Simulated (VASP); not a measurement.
# BiTe (I4mm) in VASP: further runs, part 2 of 2

VASP 6.6.1.

## (3) Single point, PBEsol (all Bi atoms moved +0.125 Å, as atom 1 along Cartesian [1 0 0])

File INCAR:

```
PREC     = Accurate       # precision mode
ENCUT    = 520            # plane-wave cutoff, eV
EDIFF    = 1E-6           # SCF threshold, eV
ISMEAR   = 0              # smearing method
SIGMA    = 0.15           # smearing width, eV
LREAL    = F              # projectors in reciprocal space
LASPH    = T              # aspherical terms in the spheres
NELM     = 80             # most SCF steps
ALGO     = Normal         # electronic algorithm
ISIF     = 2              # what is computed and relaxed
LWAVE    = F              # write WAVECAR
LCHARG   = F              # write CHGCAR
GGA      = PS             # functional
NBANDS   = 18             # bands
```

File KPOINTS:

```
Automatic mesh
0
Gamma
  14 14 14
```

File POSCAR:

```
BiTe
1.0
    0.0000000000      3.2350000000      3.2350000000
    3.2350000000      0.0000000000      3.2350000000
    3.2350000000      3.2350000000      0.0000000000
Bi Te
1 1
Direct
   -0.0193199382      0.0193199382      0.0193199382
    0.5000000000      0.5000000000      0.5000000000
```

Potentials or basis: VASP PAW PBE potentials, release 64 (Bi_d, Te).

The run is started by

```bash
$ cat potpaw_PBE.64/Bi_d/POTCAR potpaw_PBE.64/Te/POTCAR > POTCAR
$ mpirun -np 1 vasp_std > vasp.out
```

OUTCAR:

```text
PREC = Accurate
   ENCUT = 520
   EDIFF = 1E-6
   ISMEAR = 0
   LREAL = F
   LASPH = T
   NELM = 80
   ISIF = 2
   GGA = PS

 ion  position               nearest neighbor table
   1  0.981  0.019  0.019-   2 3.11   2 3.24   2 3.24   2 3.24   2 3.24   2 3.36
   2  0.500  0.500  0.500-   1 3.11   1 3.24   1 3.24   1 3.24   1 3.24   1 3.36

  LATTYP: Found a face centered cubic cell.
 ALAT       =     6.4700000000

  Lattice vectors:

 A1 = (   0.0000000000,   3.2350000000,   3.2350000000)
 A2 = (   3.2350000000,   0.0000000000,   3.2350000000)
 A3 = (   3.2350000000,   3.2350000000,   0.0000000000)

Analysis of symmetry for initial positions (statically):
=====================================================================
 Subroutine PRICEL returns:
 Original cell was already a primitive cell.

 Routine SETGRP: Setting up the symmetry group for a
 face centered cubic supercell.

 Subroutine GETGRP returns: Found  8 space group operations
 (whereof  8 operations were pure point group operations)
 out of a pool of 48 trial point group operations.

The static configuration has the point symmetry C_4v.

Analysis of symmetry for dynamics (positions and initial velocities):
=====================================================================
 Subroutine PRICEL returns:
 Original cell was already a primitive cell.

 Routine SETGRP: Setting up the symmetry group for a
 face centered cubic supercell.

 Subroutine GETGRP returns: Found  8 space group operations
 (whereof  8 operations were pure point group operations)
 out of a pool of 48 trial point group operations.

The dynamic configuration has the point symmetry C_4v.

 Subroutine INISYM returns: Found  8 space group operations
 (whereof  8 operations are pure point group operations),
 and found     1 'primitive' translations

----------------------------------------------------------------------------------------

                                     Primitive cell

  volume of cell :      67.7100

  direct lattice vectors                    reciprocal lattice vectors
     0.000000000  3.235000000  3.235000000    -0.154559505  0.154559505  0.154559505
     3.235000000  0.000000000  3.235000000     0.154559505 -0.154559505  0.154559505
     3.235000000  3.235000000  0.000000000     0.154559505  0.154559505 -0.154559505

  length of vectors
     4.574980874  4.574980874  4.574980874     0.267704916  0.267704916  0.267704916

  position of ions in fractional coordinates (direct lattice)
     0.980680062  0.019319938  0.019319938
     0.500000000  0.500000000  0.500000000

  ion indices of the primitive-cell ions
   primitive index   ion index
                 1           1
                 2           2

----------------------------------------------------------------------------------------

 KPOINTS: Automatic mesh

Automatic generation of k-mesh.
 Grid dimensions read from file:
 generate k-points for:   14   14   14

 Generating k-lattice:

  Cartesian coordinates                     Fractional coordinates (reciprocal lattice)
    -0.011039965  0.011039965  0.011039965     0.071428571  0.000000000  0.000000000
     0.011039965 -0.011039965  0.011039965     0.000000000  0.071428571  0.000000000
     0.011039965  0.011039965 -0.011039965     0.000000000  0.000000000  0.071428571

  Length of vectors
     0.019121780  0.019121780  0.019121780

  Shift w.r.t. Gamma in fractional coordinates (k-lattice)
     0.000000000  0.000000000  0.000000000

 Subroutine IBZKPT returns following result:
 ===========================================

 Found    244 irreducible k-points:

 Following reciprocal coordinates:
            Coordinates               Weight
  0.000000  0.000000  0.000000      1.000000
  0.071429  0.000000  0.000000      8.000000
  0.142857  0.000000  0.000000      8.000000
  0.214286  0.000000  0.000000      8.000000
  0.285714  0.000000  0.000000      8.000000
  0.357143  0.000000  0.000000      8.000000
[... 16 lines left out ...]
 -0.428571  0.071429  0.000000     16.000000
  0.000000 -0.428571  0.071429      8.000000
 [... further k-points ...]
   k-points           NKPTS =    244   k-points in BZ     NKDIM =    244   number of bands    NBANDS=     18
   number of dos      NEDOS =    301   number of ions     NIONS =      2
   total plane-waves  NPLWV =  46656
   dimension x,y,z NGX =    36 NGY =   36 NGZ =   36
   dimension x,y,z NGXF=    72 NGYF=   72 NGZF=   72
   ions per type =               1   1
   NGX,Y,Z   is equivalent  to a cutoff of  13.08, 13.08, 13.08 a.u.
   NGXF,Y,Z  is equivalent  to a cutoff of  26.16, 26.16, 26.16 a.u.
 SYSTEM =  unknown system
   PREC   = accura    normal or accurate (medium, high low for compatibility)
   ISTART =      0    job   : 0-new  1-cont  2-samecut
   ICHARG =      2    charge: 1-file 2-atom 10-const
   ISPIN  =      1    spin polarized calculation?
   LNONCOLLINEAR =      F non collinear calculations
   LSORBIT =      F    spin-orbit coupling
   LASPH  =      T    aspherical Exc in radial PAW
   ENCUT  =  520.0 eV  38.22 Ry    6.18 a.u.   8.51  8.51  8.51*2*pi/ulx,y,z
   NELM   =     80;   NELMIN=  2; NELMDL= -5     # of ELM steps
   EDIFF  = 0.1E-05   stopping-criterion for ELM
   LREAL  =      F    real-space projection
   EDIFFG = 0.1E-04   stopping-criterion for IOM
   NSW    =      0    number of steps for IOM
   IBRION =     -1    ionic relax: 0-MD 1-quasi-New 2-CG
   NFREE  =      0    steps in history (QN), initial steepest desc. (CG)
   ISIF   =      2    stress and relaxation
   ISYM   =      2    0-nonsym 1-usesym 2-fastsym
   POTIM  = 0.5000    time-step for ionic-motion
   TEBEG  =    0.0;   TEEND  =   0.0 temperature during run
   PSTRESS=    0.0 pullay stress
   NELECT =      21.0000    total number of electrons
   NUPDOWN=      -1.0000    fix difference up-down
   EMIN   =  10.00;   EMAX   =-10.00  energy-range for DOS
   EFERMI =   0.00;   METHOD = LEGACY
   ISMEAR =     0;   SIGMA  =   0.15  broadening in eV -4-tet -1-fermi 0-gaus
   EFERMI_NEDOS =   21; number of points for ismear=-14 and -15
   IALGO  =     38    algorithm
   IMIX   =      4    mixing-type and parameters
     AMIX     =   0.40;   BMIX     =  1.00
     AMIX_MAG =   1.60;   BMIX_MAG =  1.00
  volume/ion in A,a.u.               =      33.86       228.46
  Fermi-wavevector in a.u.,A,eV,Ry     =   1.108146  2.094092 16.707785  1.227988
  Thomas-Fermi vector in A             =   2.244669
   LORBIT       =      0    0 simple, 1 ext, 2 COOP (PROOUT), +10 PAW based schemes
   GGA     = PS    functional components
   LHFCALC =     F    Hartree Fock is set to
   AEXX    =    0.0000 exact exchange contribution
   IVDW    =     0    specifies the selected vdW correction
   LEPSILON=     F    determine dielectric tensor
   LRPA    =     F    only Hartree local field effects (RPA)
 non-spin polarized calculation
 Gauss-broadening in eV      SIGMA  =   0.15
  energy-cutoff  :      520.00
  volume of cell :       67.71
 maximum number of plane-waves:      1845
 NGX is ok and might be reduce to    36
   NGX = 17   NGY = 17   NGZ = 17

 number of electron      21.0000003 magnetization

 Free energy of the ion-electron system (eV)
  ---------------------------------------------------
  ext. energy  EPLUGINS =         0.00000000
  ---------------------------------------------------
  free energy    TOTEN  =        -7.96409306 eV

  energy without entropy =       -7.94829631  energy(sigma->0) =       -7.95619468

 E-fermi :   6.5185     XC(G=0):  -9.5912

 val. band max:        6.5067457656   @ k =   0.0000   0.2857   0.1429
 cond. band min:       6.5218808025   @ k =   0.4286   0.2143  -0.3571
 fundamental gap:      0.0151350368
 Fermi energy:         6.5184635671

 k-point     1 :       0.0000    0.0000    0.0000
  band No.  band energies     occupation
      1     -16.5724      2.00000
      2     -16.5640      2.00000
      3     -16.5640      2.00000
      4     -16.5623      2.00000
      5     -16.5579      2.00000
      6      -7.0611      2.00000
[... 10 lines left out ...]
     17      12.4657      0.00000
     18      12.9162      0.00000

 k-point     2 :       0.0714    0.0000    0.0000
  band No.  band energies     occupation
      1     -16.5726      2.00000
      2     -16.5639      2.00000
      3     -16.5638      2.00000
      4     -16.5624      2.00000
      5     -16.5577      2.00000
      6      -7.0155      2.00000
[... 10 lines left out ...]
     17      12.8022      0.00000
     18      13.2978      0.00000
[... 442 lines left out ...]
 k-point    24 :       0.0000   -0.4286    0.0714
  band No.  band energies     occupation
      1     -16.5767      2.00000
      2     -16.5674      2.00000
      3     -16.5610      2.00000
      4     -16.5564      2.00000
      5     -16.5526      2.00000
      6      -5.3426      2.00000
[... 10 lines left out ...]
     17      15.1129      0.00000
     18      16.0986      0.00000

 [... further k-points ...]
[... 5 lines left out ...]
  --------------------------------------------------------------------------------------
  -------------------------------------------------------------------------------------
  Total       -0.5112751     -0.6710534     -0.6710534      0.0000000      0.0000000      0.0000000
  in kB      -12.0979660    -15.8786956    -15.8786956      0.0000000      0.0000000      0.0000000
  external PRESSURE =     -14.6184524 kB  Pullay stress =       0.0000000 kB

 VOLUME and BASIS-vectors are now :
 -----------------------------------------------------------------------------
  energy-cutoff  :      520.00
  volume of cell :       67.71
      direct lattice vectors                 reciprocal lattice vectors
     0.000000000  3.235000000  3.235000000    -0.154559505  0.154559505  0.154559505
     3.235000000  0.000000000  3.235000000     0.154559505 -0.154559505  0.154559505
     3.235000000  3.235000000  0.000000000     0.154559505  0.154559505 -0.154559505

 POSITION                                       TOTAL-FORCE (eV/Angst)
 -----------------------------------------------------------------------------------
      0.12500      3.23500      3.23500        -0.297263      0.000000      0.000000
      3.23500      3.23500      3.23500         0.297263      0.000000      0.000000
 -----------------------------------------------------------------------------------
    total drift:                                0.000428      0.000000      0.000000

  FREE ENERGIE OF THE ION-ELECTRON SYSTEM (eV)
  ---------------------------------------------------
  free  energy   TOTEN  =        -7.9640930557 eV

  energy  without entropy=       -7.9482963052  energy(sigma->0) =       -7.95619468
```

Wall time 4.3 min (1 thread of Intel Xeon Platinum 8259CL at 2.50GHz (Skylake/Cascade Lake), shared host); peak memory 0.43 GiB.

Results:

```yaml
Free_energy: -7.9641 eV
Pressure: -1.5 GPa
Largest_force: 0.297 eV/Å
Band_gap_on_the_k_mesh: zero (an odd number of electrons rules out a gap without spin polarisation)
```

Forces in eV/Å, atoms in the order of the input:
```
Bi  -0.297  0.000  0.000
Te   0.297  0.000  0.000
```

Stress tensor (GPa, compression positive):
```
-1.21  0.00  0.00
 0.00 -1.59  0.00
 0.00  0.00 -1.59
```

Caveat: the cell differs from its parent crystal (all Bi atoms moved +0.125 Å, as atom 1 along Cartesian [1 0 0]); the PAW data sets were made with another functional, which shifts forces and pressure a little; spin-orbit coupling is left out, which moves the levels of the heavy elements.
